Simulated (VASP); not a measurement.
# KCl in VASP: further runs

The runs below take KCl through single point, with PBEsol.

Program: VASP 6.6.1. These are calculated values, not measurements. Logs are shortened: lines on timing, memory, paths and dates and some standing lists are left out, and cuts for length are marked.

## Step 1: The cell of the first run

The structure is cubic, space group Pm-3m (No. 221). Conventional cell: a = 3.705 Å, b = 3.705 Å, c = 3.705 Å, α = 90.00°, β = 90.00°, γ = 90.00°. K (site symmetry m-3m) has 8 Cl at 3.21 Å and 6 K at 3.71 Å within 4.2 Å. Within 4.2 Å of Cl (site symmetry m-3m) lie 8 K at 3.21 Å and 6 Cl at 3.71 Å.

## Step 2: Single point, PBEsol (volume scaled by 1.06)

The input, INCAR:

```
SYSTEM = KCl
PREC = Accurate
ENCUT = 520
EDIFF = 1E-6
ISMEAR = -1
SIGMA = 0.01
LREAL = .FALSE.
LASPH = .TRUE.
NELM = 80
ALGO = Normal
ISIF = 2
LWAVE = .FALSE.
LCHARG = .FALSE.
GGA = PS
NBANDS = 15
```

The input, KPOINTS:

```
regular mesh
0
G
  7 7 7
  0 0 0
```

The input, POSCAR:

```
KCl
1.0
    3.7052729967      0.0000000000      0.0000000000
    0.0000000000      3.7052729967      0.0000000000
    0.0000000000      0.0000000000      3.7052729967
K Cl
1 1
Direct
    0.0000000000      0.0000000000      0.0000000000
    0.5000000000      0.5000000000      0.5000000000
```

Potentials or basis: VASP PAW PBE potentials, release 64 (K_sv, Cl).

On the command line:

```bash
cat potpaw_PBE.64/K_sv/POTCAR potpaw_PBE.64/Cl/POTCAR > POTCAR
mpirun -np 1 vasp_std > vasp.out
```

OUTCAR:

```text
SYSTEM = KCl
   PREC = Accurate
   ENCUT = 520
   EDIFF = 1E-6
   ISMEAR = -1
   LREAL = .FALSE.
   LASPH = .TRUE.
   NELM = 80
   ISIF = 2
   GGA = PS

 ion  position               nearest neighbor table
   1  0.000  0.000  0.000-   2 3.21   2 3.21   2 3.21   2 3.21   2 3.21   2 3.21   2 3.21   2 3.21

   2  0.500  0.500  0.500-   1 3.21   1 3.21   1 3.21   1 3.21   1 3.21   1 3.21   1 3.21   1 3.21

  LATTYP: Found a simple cubic cell.
 ALAT       =     3.7052729967

  Lattice vectors:

 A1 = (   3.7052729967,   0.0000000000,   0.0000000000)
 A2 = (   0.0000000000,   3.7052729967,   0.0000000000)
 A3 = (   0.0000000000,   0.0000000000,   3.7052729967)

Analysis of symmetry for initial positions (statically):
=====================================================================
 Subroutine PRICEL returns:
 Original cell was already a primitive cell.

 Routine SETGRP: Setting up the symmetry group for a
 simple cubic supercell.

 Subroutine GETGRP returns: Found 48 space group operations
 (whereof 48 operations were pure point group operations)
 out of a pool of 48 trial point group operations.

The static configuration has the point symmetry O_h .

Analysis of symmetry for dynamics (positions and initial velocities):
=====================================================================
 Subroutine PRICEL returns:
 Original cell was already a primitive cell.

 Routine SETGRP: Setting up the symmetry group for a
 simple cubic supercell.

 Subroutine GETGRP returns: Found 48 space group operations
 (whereof 48 operations were pure point group operations)
 out of a pool of 48 trial point group operations.

The dynamic configuration has the point symmetry O_h .

 Subroutine INISYM returns: Found 48 space group operations
 (whereof 48 operations are pure point group operations),
 and found     1 'primitive' translations

----------------------------------------------------------------------------------------

                                     Primitive cell

  volume of cell :      50.8699

  direct lattice vectors                    reciprocal lattice vectors
     3.705272997  0.000000000  0.000000000     0.269885647  0.000000000  0.000000000
     0.000000000  3.705272997  0.000000000     0.000000000  0.269885647  0.000000000
     0.000000000  0.000000000  3.705272997     0.000000000  0.000000000  0.269885647

  length of vectors
     3.705272997  3.705272997  3.705272997     0.269885647  0.269885647  0.269885647

  position of ions in fractional coordinates (direct lattice)
     0.000000000  0.000000000  0.000000000
     0.500000000  0.500000000  0.500000000

  ion indices of the primitive-cell ions
   primitive index   ion index
                 1           1
                 2           2

----------------------------------------------------------------------------------------

 KPOINTS: regular mesh

Automatic generation of k-mesh.
 Grid dimensions read from file:
 generate k-points for:    7    7    7

 Generating k-lattice:

  Cartesian coordinates                     Fractional coordinates (reciprocal lattice)
     0.038555092  0.000000000  0.000000000     0.142857143  0.000000000  0.000000000
     0.000000000  0.038555092  0.000000000     0.000000000  0.142857143  0.000000000
     0.000000000  0.000000000  0.038555092     0.000000000  0.000000000  0.142857143

  Length of vectors
     0.038555092  0.038555092  0.038555092

  Shift w.r.t. Gamma in fractional coordinates (k-lattice)
     0.000000000  0.000000000  0.000000000

 Subroutine IBZKPT returns following result:
 ===========================================

 Found     20 irreducible k-points:

 Following reciprocal coordinates:
            Coordinates               Weight
  0.000000  0.000000  0.000000      1.000000
  0.142857  0.000000  0.000000      6.000000
  0.285714  0.000000  0.000000      6.000000
  0.428571  0.000000  0.000000      6.000000
  0.142857  0.142857  0.000000     12.000000
  0.285714  0.142857  0.000000     24.000000
[... 12 lines left out ...]
  0.428571  0.428571  0.285714     24.000000
  0.428571  0.428571  0.428571      8.000000
   k-points           NKPTS =     20   k-points in BZ     NKDIM =     20   number of bands    NBANDS=     15
   number of dos      NEDOS =    301   number of ions     NIONS =      2
   total plane-waves  NPLWV =  21952
   dimension x,y,z NGX =    28 NGY =   28 NGZ =   28
   dimension x,y,z NGXF=    56 NGYF=   56 NGZF=   56
   ions per type =               1   1
   NGX,Y,Z   is equivalent  to a cutoff of  12.56, 12.56, 12.56 a.u.
   NGXF,Y,Z  is equivalent  to a cutoff of  25.13, 25.13, 25.13 a.u.
 SYSTEM =  KCl
   PREC   = accura    normal or accurate (medium, high low for compatibility)
   ISTART =      0    job   : 0-new  1-cont  2-samecut
   ICHARG =      2    charge: 1-file 2-atom 10-const
   ISPIN  =      1    spin polarized calculation?
   LNONCOLLINEAR =      F non collinear calculations
   LSORBIT =      F    spin-orbit coupling
   LASPH  =      T    aspherical Exc in radial PAW
   ENCUT  =  520.0 eV  38.22 Ry    6.18 a.u.   6.89  6.89  6.89*2*pi/ulx,y,z
   NELM   =     80;   NELMIN=  2; NELMDL= -5     # of ELM steps
   EDIFF  = 0.1E-05   stopping-criterion for ELM
   LREAL  =      F    real-space projection
   EDIFFG = 0.1E-04   stopping-criterion for IOM
   NSW    =      0    number of steps for IOM
   IBRION =     -1    ionic relax: 0-MD 1-quasi-New 2-CG
   NFREE  =      0    steps in history (QN), initial steepest desc. (CG)
   ISIF   =      2    stress and relaxation
   ISYM   =      2    0-nonsym 1-usesym 2-fastsym
   POTIM  = 0.5000    time-step for ionic-motion
   TEBEG  =    0.0;   TEEND  =   0.0 temperature during run
   PSTRESS=    0.0 pullay stress
   NELECT =      16.0000    total number of electrons
   NUPDOWN=      -1.0000    fix difference up-down
   EMIN   =  10.00;   EMAX   =-10.00  energy-range for DOS
   EFERMI =   0.00;   METHOD = LEGACY
   ISMEAR =    -1;   SIGMA  =   0.01  broadening in eV -4-tet -1-fermi 0-gaus
   EFERMI_NEDOS =   21; number of points for ismear=-14 and -15
   IALGO  =     38    algorithm
   IMIX   =      4    mixing-type and parameters
     AMIX     =   0.40;   BMIX     =  1.00
     AMIX_MAG =   1.60;   BMIX_MAG =  1.00
  volume/ion in A,a.u.               =      25.43       171.64
  Fermi-wavevector in a.u.,A,eV,Ry     =   1.113340  2.103908 16.864785  1.239527
  Thomas-Fermi vector in A             =   2.249924
   LORBIT       =      0    0 simple, 1 ext, 2 COOP (PROOUT), +10 PAW based schemes
   GGA     = PS    functional components
   LHFCALC =     F    Hartree Fock is set to
   AEXX    =    0.0000 exact exchange contribution
   IVDW    =     0    specifies the selected vdW correction
   LEPSILON=     F    determine dielectric tensor
   LRPA    =     F    only Hartree local field effects (RPA)
 non-spin polarized calculation
  energy-cutoff  :      520.00
  volume of cell :       50.87
 maximum number of plane-waves:      1385
 NGX is ok and might be reduce to    28
   NGX = 13   NGY = 13   NGZ = 13

 number of electron      15.9999993 magnetization

 Free energy of the ion-electron system (eV)
  ---------------------------------------------------
  ext. energy  EPLUGINS =         0.00000000
  ---------------------------------------------------
  free energy    TOTEN  =        -6.91190756 eV

  energy without entropy =       -6.91190756  energy(sigma->0) =       -6.91190756

 E-fermi :  -0.1549     XC(G=0):  -8.7553

 val. band max:       -0.3758882091   @ k =   0.4286   0.4286   0.0000
 cond. band min:       4.7273715024   @ k =   0.0000   0.0000   0.0000
 fundamental gap:      5.1032597115
 Fermi energy:        -0.1549476881

 k-point     1 :       0.0000    0.0000    0.0000
  band No.  band energies     occupation
      1     -28.0712      2.00000
      2     -13.1157      2.00000
      3     -11.4984      2.00000
      4     -11.4984      2.00000
      5     -11.4984      2.00000
      6      -0.5762      2.00000
      7      -0.5762      2.00000
      8      -0.5762      2.00000
      9       4.7274      0.00000
     10       5.9674      0.00000
     11       5.9674      0.00000
     12      10.5502      0.00000
     13      10.5502      0.00000
     14      10.5502      0.00000
     15      13.6493      0.00000

 k-point     2 :       0.1429    0.0000    0.0000
  band No.  band energies     occupation
      1     -28.0653      2.00000
      2     -13.1513      2.00000
      3     -11.4895      2.00000
      4     -11.4895      2.00000
      5     -11.4734      2.00000
      6      -1.0277      2.00000
      7      -0.5834      2.00000
      8      -0.5834      2.00000
      9       5.2386      0.00000
     10       6.1507      0.00000
     11       6.4665      0.00000
     12      10.4698      0.00000
     13      10.4698      0.00000
     14      10.6609      0.00000
     15      12.7911      0.00000

 k-point     3 :       0.2857    0.0000    0.0000
  band No.  band energies     occupation
      1     -28.0520      2.00000
      2     -13.2356      2.00000
      3     -11.4696      2.00000
      4     -11.4696      2.00000
      5     -11.4065      2.00000
      6      -1.8427      2.00000
      7      -0.6007      2.00000
      8      -0.6007      2.00000
      9       6.3323      0.00000
     10       6.6734      0.00000
     11       7.5948      0.00000
     12      10.3846      0.00000
     13      10.3846      0.00000
     14      10.9431      0.00000
     15      11.2109      0.00000

 k-point     4 :       0.4286    0.0000    0.0000
  band No.  band energies     occupation
      1     -28.0413      2.00000
      2     -13.3064      2.00000
      3     -11.4535      2.00000
      4     -11.4535      2.00000
      5     -11.3429      2.00000
      6      -2.3848      2.00000
      7      -0.6158      2.00000
      8      -0.6158      2.00000
      9       7.3539      0.00000
     10       7.4591      0.00000
     11       8.3417      0.00000
     12       9.8978      0.00000
     13      10.4510      0.00000
     14      10.4510      0.00000
     15      11.2181      0.00000
[... 235 lines left out ...]
 k-point    18 :       0.4286    0.2857    0.2857
  band No.  band energies     occupation
      1     -28.0072      2.00000
      2     -12.8370      2.00000
      3     -11.6930      2.00000
      4     -11.6292      2.00000
      5     -11.6112      2.00000
      6      -1.8707      2.00000
      7      -1.4959      2.00000
      8      -1.3013      2.00000
      9       7.4856      0.00000
     10       8.0189      0.00000
     11       8.2816      0.00000
     12       9.4552      0.00000
     13       9.6369      0.00000
     14      10.0369      0.00000
     15      12.7952      0.00000

 k-point    19 :       0.4286    0.4286    0.2857
  band No.  band energies     occupation
      1     -27.9978      2.00000
      2     -12.6999      2.00000
      3     -11.7532      2.00000
      4     -11.7238      2.00000
      5     -11.6186      2.00000
      6      -1.8298      2.00000
      7      -1.8235      2.00000
      8      -1.4052      2.00000
      9       7.2888      0.00000
     10       8.3468      0.00000
     11       8.5017      0.00000
     12       9.0526      0.00000
     13      10.3151      0.00000
     14      10.3944      0.00000
     15      12.6396      0.00000

 k-point    20 :       0.4286    0.4286    0.4286
  band No.  band energies     occupation
      1     -27.9886      2.00000
      2     -12.6123      2.00000
      3     -11.7252      2.00000
      4     -11.7243      2.00000
      5     -11.7243      2.00000
      6      -1.8978      2.00000
      7      -1.8978      2.00000
      8      -1.8433      2.00000
      9       8.1853      0.00000
     10       8.5186      0.00000
     11       8.5186      0.00000
     12       9.8903      0.00000
     13       9.9808      0.00000
     14       9.9808      0.00000
     15      12.5760      0.00000

------------------------ aborting loop because EDIFF is reached ----------------------------------------

  FORCE on cell =-STRESS in cart. coord.  units (eV):
  Direction    XX          YY          ZZ          XY          YZ          ZX
  --------------------------------------------------------------------------------------
  -------------------------------------------------------------------------------------
  Total        0.2137712      0.2137712      0.2137712     -0.0000000     -0.0000000      0.0000000
  in kB        6.7328520      6.7328520      6.7328520     -0.0000000     -0.0000000      0.0000000
  external PRESSURE =       6.7328520 kB  Pullay stress =       0.0000000 kB

 VOLUME and BASIS-vectors are now :
 -----------------------------------------------------------------------------
  energy-cutoff  :      520.00
  volume of cell :       50.87
      direct lattice vectors                 reciprocal lattice vectors
     3.705272997  0.000000000  0.000000000     0.269885647  0.000000000  0.000000000
     0.000000000  3.705272997  0.000000000     0.000000000  0.269885647  0.000000000
     0.000000000  0.000000000  3.705272997     0.000000000  0.000000000  0.269885647

 POSITION                                       TOTAL-FORCE (eV/Angst)
 -----------------------------------------------------------------------------------
      0.00000      0.00000      0.00000         0.000000      0.000000      0.000000
      1.85264      1.85264      1.85264         0.000000      0.000000      0.000000
 -----------------------------------------------------------------------------------
    total drift:                               -0.000000      0.000000      0.000000

  FREE ENERGIE OF THE ION-ELECTRON SYSTEM (eV)
  ---------------------------------------------------
  free  energy   TOTEN  =        -6.9119075579 eV

  energy  without entropy=       -6.9119075579  energy(sigma->0) =       -6.91190756
```

It took 6 s on 1 thread of Intel Xeon 6975P-C (Granite Rapids), shared host; peak memory 0.15 GiB.

Results:

```
Free energy            : -6.9119 eV
Pressure               : 0.7 GPa
Band gap on the k mesh : 5.10 eV, indirect (least direct gap 5.30 eV)
```

Caveat: the PAW data sets were made with another functional, which shifts forces and pressure a little.

## Step 3: Single point, PBEsol (zz strain of +2 %)

The input, INCAR:

```
PREC = Accurate ; ENCUT = 520
EDIFF = 1E-6 ; ISMEAR = -1
SIGMA = 0.01 ; LREAL = False
LASPH = True ; NELM = 80
ALGO = Normal ; ISIF = 2
LWAVE = False ; LCHARG = False
GGA = PS ; NBANDS = 15
```

The input, KPOINTS:

```
Automatic mesh
0
Gamma
  7 7 7
```

The input, POSCAR:

```
KCl
1.0
    3.6340000000      0.0000000000      0.0000000000
    0.0000000000      3.6340000000      0.0000000000
    0.0000000000      0.0000000000      3.7066800000
K Cl
1 1
Direct
    0.0000000000      0.0000000000      0.0000000000
    0.5000000000      0.5000000000      0.5000000000
```

Potentials or basis: VASP PAW PBE potentials, release 64 (K_sv, Cl).

On the command line:

```bash
cat potpaw_PBE.64/K_sv/POTCAR potpaw_PBE.64/Cl/POTCAR > POTCAR
mpirun -np 1 vasp_std > vasp.out
```

Run time: 24 s. Hardware: 1 thread of Intel Xeon Platinum 8259CL at 2.50GHz (Skylake/Cascade Lake), shared host; peak memory 0.16 GiB.

The run converged. Its results:

```yaml
Free_energy: -6.8951 eV
Pressure: 1.7 GPa
Band_gap_on_the_k_mesh: 5.25 eV, indirect (least direct gap 5.45 eV)
```

Stress tensor (GPa, compression positive):
```
2.07 0.00 0.00
0.00 2.07 0.00
0.00 0.00 1.09
```

Levels at points of the mesh, in eV from the valence-band top:
| k point | band 6 | band 7 | band 8 | band 9 | band 10 | band 11 |
| --- | --- | --- | --- | --- | --- | --- |
| (0.00, 0.00, 0.00) | -0.32 | -0.20 | -0.20 | 5.25 | 6.21 | 6.29 |

Caveat: the cell differs from its parent crystal (zz strain of +2 %); the PAW data sets were made with another functional, which shifts forces and pressure a little.

## Step 4: Single point, PBEsol (equal xx and yy strain of +1 %)

The input, INCAR:

```
SYSTEM = KCl
PREC = Accurate ; ENCUT = 520
EDIFF = 1E-6 ; ISMEAR = -1
SIGMA = 0.01 ; LREAL = .False.
LASPH = .True. ; NELM = 100
ALGO = Normal ; ISIF = 2
LWAVE = .False. ; LCHARG = .False.
GGA = PS ; NBANDS = 15
```

The input, KPOINTS:

```
Automatic mesh
0
Gamma
  7 7 7
  0 0 0
```

The input, POSCAR:

```
KCl
1.0
    3.6703400000      0.0000000000      0.0000000000
    0.0000000000      3.6703400000      0.0000000000
    0.0000000000      0.0000000000      3.6340000000
K Cl
1 1
Direct
    0.0000000000      0.0000000000      0.0000000000
    0.5000000000      0.5000000000      0.5000000000
```

On the command line:

```bash
cat potpaw_PBE.64/K_sv/POTCAR potpaw_PBE.64/Cl/POTCAR > POTCAR
mpirun -np 1 vasp_std > vasp.out
```

Run time: 27 s. Hardware: 1 thread of Intel Xeon Platinum 8259CL at 2.50GHz (Skylake/Cascade Lake), shared host; peak memory 0.17 GiB.

Results (log left out):

```yaml
Free_energy: -6.8966 eV
Pressure: 1.7 GPa
Band_gap_on_the_k_mesh: 5.25 eV, indirect (least direct gap 5.45 eV)
```

Stress tensor (GPa, compression positive):
```
1.58 0.00 0.00
0.00 1.58 0.00
0.00 0.00 2.07
```

Levels at points of the mesh, in eV from the valence-band top:
```
           k point  band 4  band 5  band 6  band 7  band 8  band 9  band 10  band 11  band 12  band 13
(0.00, 0.00, 0.00)  -11.10  -11.09   -0.26   -0.26   -0.20    5.25     6.22     6.27    10.93    11.01
```

Caveat: the cell differs from its parent crystal (equal xx and yy strain of +1 %); the PAW data sets were made with another functional, which shifts forces and pressure a little. A k mesh can miss the band edges.

## Step 5: Summary

```tsv
cell	gap on the mesh (eV)	pressure (GPa)
a = 3.705 Å, 2 atoms	5.10	0.7
a = 3.634, b = 3.634, c = 3.707 Å, 2 atoms	5.25	1.7
a = 3.670, b = 3.670, c = 3.634 Å, 2 atoms	5.25	1.7
```

Alike in all rows: task single point; level PBEsol; potentials or basis VASP PAW PBE potentials, release 64 (K_sv, Cl); no spin polarisation; k mesh 7 × 7 × 7; cutoff (eV) 520; smearing fermi-dirac 0.01 eV.

Caveats: the PAW data sets were made with another functional, which shifts forces and pressure a little.

Total energies depend on the potentials used, so only differences within one code and one set of settings carry meaning.
